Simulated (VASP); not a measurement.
# SbS3 (Pm-3m) in VASP: a series of runs, part 2 of 2

VASP 6.6.1.

## 3. Single point, PBE

This run uses another cell than the first one, of 22.23 Å³/atom.

INCAR

```
PREC = Accurate
ENCUT = 520
EDIFF = 1E-6
ISMEAR = 0
SIGMA = 0.1
LREAL = False
LASPH = True
NELM = 60
ALGO = Normal
ISIF = 2
LWAVE = False
LCHARG = False
GGA = PE
NBANDS = 20
```

KPOINTS

```
Automatic mesh
0
Gamma
  4 4 4
```

POSCAR

```
SbS3
1.0
    4.4637020651      0.0000000000      0.0000000000
    0.0000000000      4.4637020651      0.0000000000
    0.0000000000      0.0000000000      4.4637020651
Sb S
1 3
Direct
    0.0000000000      0.0000000000      0.0000000000
    0.0000000000      0.5000000000      0.5000000000
    0.5000000000      0.0000000000      0.5000000000
    0.5000000000      0.5000000000      0.0000000000
```

Potentials or basis: VASP PAW PBE potentials, release 64 (Sb, S).

Launch:

```bash
$ cat potpaw_PBE.64/Sb/POTCAR potpaw_PBE.64/S/POTCAR > POTCAR
$ mpirun -np 1 vasp_std > vasp.out
```

OUTCAR:

```text
PREC = Accurate
   ENCUT = 520
   EDIFF = 1E-6
   ISMEAR = 0
   LREAL = False
   LASPH = True
   NELM = 60
   ISIF = 2
   GGA = PE

 ion  position               nearest neighbor table
   1  0.000  0.000  0.000-   2 3.16   3 3.16   4 3.16   2 3.16   3 3.16   2 3.16   4 3.16   2 3.16
                             3 3.16   4 3.16   3 3.16   4 3.16
   2  0.000  0.500  0.500-   1 3.16   1 3.16   1 3.16   1 3.16
   3  0.500  0.000  0.500-   1 3.16   1 3.16   1 3.16   1 3.16
   4  0.500  0.500  0.000-   1 3.16   1 3.16   1 3.16   1 3.16

  LATTYP: Found a simple cubic cell.
 ALAT       =     4.4637020651

  Lattice vectors:

 A1 = (   4.4637020651,   0.0000000000,   0.0000000000)
 A2 = (   0.0000000000,   4.4637020651,   0.0000000000)
 A3 = (   0.0000000000,   0.0000000000,   4.4637020651)

Analysis of symmetry for initial positions (statically):
=====================================================================
 Subroutine PRICEL returns:
 Original cell was already a primitive cell.

[... 155 lines left out ...]
  free energy    TOTEN  =       -13.04154066 eV

  energy without entropy =      -13.01026725  energy(sigma->0) =      -13.02590395

 E-fermi :   5.3355     XC(G=0):  -9.9761

 val. band max:        5.3174856754   @ k =   0.5000   0.2500   0.2500
 cond. band min:       5.3781041156   @ k =   0.2500   0.2500   0.2500
 fundamental gap:      0.0606184402
 Fermi energy:         5.3354758292

 k-point     1 :       0.0000    0.0000    0.0000
  band No.  band energies     occupation
      1      -8.7073      2.00000
      2      -5.5971      2.00000
      3      -5.5971      2.00000
      4      -2.3882      2.00000
      5       0.7590      2.00000
      6       0.7590      2.00000
[... 219 lines left out ...]
     19      13.3741      0.00000
     20      15.7765      0.00000

------------------------ aborting loop because EDIFF is reached ----------------------------------------

  FORCE on cell =-STRESS in cart. coord.  units (eV):
  Direction    XX          YY          ZZ          XY          YZ          ZX
  --------------------------------------------------------------------------------------
  -------------------------------------------------------------------------------------
  Total       -4.4942105     -4.4942105     -4.4942105     -0.0000000      0.0000000     -0.0000000
  in kB      -80.9614710    -80.9614710    -80.9614710     -0.0000000      0.0000000     -0.0000000
  external PRESSURE =     -80.9614710 kB  Pullay stress =       0.0000000 kB

 VOLUME and BASIS-vectors are now :
 -----------------------------------------------------------------------------
  energy-cutoff  :      520.00
  volume of cell :       88.94
      direct lattice vectors                 reciprocal lattice vectors
     4.463702065  0.000000000  0.000000000     0.224029289  0.000000000  0.000000000
     0.000000000  4.463702065  0.000000000     0.000000000  0.224029289  0.000000000
     0.000000000  0.000000000  4.463702065     0.000000000  0.000000000  0.224029289

 POSITION                                       TOTAL-FORCE (eV/Angst)
 -----------------------------------------------------------------------------------
      0.00000      0.00000      0.00000         0.000000      0.000000      0.000000
      0.00000      2.23185      2.23185         0.000000      0.000000      0.000000
      2.23185      0.00000      2.23185         0.000000      0.000000      0.000000
      2.23185      2.23185      0.00000         0.000000      0.000000      0.000000
 -----------------------------------------------------------------------------------
    total drift:                               -0.000000      0.000000      0.000000

  FREE ENERGIE OF THE ION-ELECTRON SYSTEM (eV)
  ---------------------------------------------------
  free  energy   TOTEN  =       -13.0415406589 eV

  energy  without entropy=      -13.0102672464  energy(sigma->0) =      -13.02590395
```

OSZICAR:

```text
N       E                     dE             d eps       ncg     rms          rms(c)
DAV:   1     0.103591139740E+03    0.10359E+03   -0.90465E+03   400   0.941E+02
DAV:   2    -0.620747203566E+01   -0.10980E+03   -0.10716E+03   572   0.170E+02
DAV:   3    -0.137272031792E+02   -0.75197E+01   -0.74353E+01   468   0.468E+01
DAV:   4    -0.138250571700E+02   -0.97854E-01   -0.97701E-01   496   0.639E+00
DAV:   5    -0.138268370597E+02   -0.17799E-02   -0.17797E-02   468   0.889E-01    0.763E+00
DAV:   6    -0.130617783889E+02    0.76506E+00   -0.15887E+00   444   0.455E+00    0.506E+00
DAV:   7    -0.130464739451E+02    0.15304E-01   -0.12033E-01   460   0.154E+00    0.255E+00
DAV:   8    -0.130417835294E+02    0.46904E-02   -0.25320E-02   452   0.790E-01    0.275E-01
DAV:   9    -0.130418511934E+02   -0.67664E-04   -0.40254E-03   500   0.270E-01    0.202E-01
DAV:  10    -0.130424926795E+02   -0.64149E-03   -0.43767E-03   436   0.254E-01    0.187E-01
DAV:  11    -0.130415282719E+02    0.96441E-03   -0.17060E-03   440   0.163E-01    0.186E-02
DAV:  12    -0.130415463586E+02   -0.18087E-04   -0.12765E-04   472   0.518E-02    0.165E-02
DAV:  13    -0.130415491796E+02   -0.28210E-05   -0.43717E-05   444   0.250E-02    0.193E-02
DAV:  14    -0.130415407786E+02    0.84010E-05   -0.12569E-05   448   0.147E-02    0.357E-03
DAV:  15    -0.130415406589E+02    0.11972E-06   -0.84879E-07   340   0.387E-03
   1 F= -.13041541E+02 E0= -.13025904E+02  d E =-.312734E-01
```

stdout:

```text
POSCAR found type information on POSCAR SbS
 POSCAR found :  2 types and       4 ions
 scaLAPACK will be used
 LDA part: xc-table for (Slater+PW92), standard interpolation
 POSCAR, INCAR and KPOINTS ok, starting setup
 FFT: planning ... GRIDC
 FFT: planning ... GRID_SOFT
 FFT: planning ... GRID
 WAVECAR not read
 entering main loop
```

It took 40 s on 1 thread of Intel Xeon 8259CL, shared host; peak memory 0.2 GiB.

What came out:

```yaml
Free_energy: -13.0415 eV
Pressure: -8.1 GPa
Band_gap_on_the_k_mesh: zero (an odd number of electrons rules out a gap without spin polarisation)
```

Caveat: the cell stands under tension; spin-orbit coupling is left out, which moves the levels of the heavy elements.

## 4. Relaxation of cell and atoms, PBE

This run uses another cell than the first one, of 22.23 Å³/atom.

INCAR

```
PREC = Accurate
ENCUT = 600
EDIFF = 1E-6
ISMEAR = 0
SIGMA = 0.1
LREAL = F
LASPH = T
NELM = 100
ALGO = Normal
ISIF = 3
LWAVE = F
LCHARG = F
GGA = PE
IBRION = 2
NSW = 90
EDIFFG = -0.04
```

KPOINTS is that of step 3.

POSCAR is that of step 3.

Launch:

```bash
$ cat potpaw_PBE.64/Sb/POTCAR potpaw_PBE.64/S/POTCAR > POTCAR
$ mpirun -np 1 vasp_std > vasp.out
```

Run time: 64 s. Hardware: 1 thread of Intel Xeon 8259CL, shared host; peak memory 0.22 GiB.

The run converged. Its results:

```
Free energy                           : -13.4153 eV
Relaxed volume                        : 19.01 Å³/atom
Relaxed cell                          : a = 4.237 Å, b = 4.237 Å, c = 4.237 Å, α = 90.00°, β = 90.00°, γ = 90.00°
Space group after relaxing (to 0.1 Å) : Pm-3m (No. 221)
Energy gained by relaxing             : 93.3 meV/atom
Ionic steps                           : 3
Pressure after relaxing               : 0.0 GPa
Band gap on the k mesh                : zero (an odd number of electrons rules out a gap without spin polarisation)
```

The path:
```tsv
step	energy change (eV)	largest force (eV/Å)	pressure (GPa)	volume (Å³)
1	0.0000	0.0000	-8.07	88.94
2	-0.3715	0.0000	0.78	75.28
3	-0.3734	0.0000	0.02	76.05
```

Final structure:
```yaml
crystal:
  lattice:
    - [4.23683, 0.00000, 0.00000]
    - [0.00000, 4.23683, 0.00000]
    - [0.00000, 0.00000, 4.23683]
  atoms:
    - { symbol: Sb, position: [0.00000, 0.00000, 0.00000] }
    - { symbol: S, position: [0.00000, 0.50000, 0.50000] }
    - { symbol: S, position: [0.50000, 0.00000, 0.50000] }
    - { symbol: S, position: [0.50000, 0.50000, 0.00000] }
```

Levels at points of the mesh, in eV from the Fermi level:
```tsv
k point	band 8	band 9	band 10	band 11	band 12	band 13	band 14	band 15
(0.00, 0.00, 0.00)	-1.18	-1.18	-1.18	0.11	0.11	0.11	4.52	4.52
(0.50, 0.00, 0.00)	-3.65	-2.41	-1.83	-0.29	0.17	0.32	0.32	2.44
(0.50, 0.50, 0.00)	-2.46	-2.46	-2.43	-2.24	-0.51	0.97	1.15	3.57
(0.50, 0.50, 0.50)	-6.20	1.02	1.02	1.02	1.28	1.28	4.77	4.77
```

Caveat: spin-orbit coupling is left out, which moves the levels of the heavy elements.

## 5. Summary

| task | cell | cutoff (eV) | gap on the mesh (eV) | pressure (GPa) |
| --- | --- | --- | --- | --- |
| single point | a = 4.246 Å, 4 atoms | 520 | none | -0.5 |
| single point | a = 4.464 Å, 4 atoms | 520 | none | -8.1 |
| relaxation of cell and atoms | relaxed from a = 4.464 Å, 4 atoms | 600 | none | 0.0 |

Alike in all rows: level PBE; potentials or basis VASP PAW PBE potentials, release 64 (Sb, S); no spin polarisation; k mesh 4 × 4 × 4; smearing gaussian 0.1 eV.

Caveats: some runs use coarse meshes; spin-orbit coupling is left out, which moves the levels of the heavy elements; the cell stands under tension (at least some runs).

Total energies depend on the potentials used, so only differences within one code and one set of settings carry meaning.
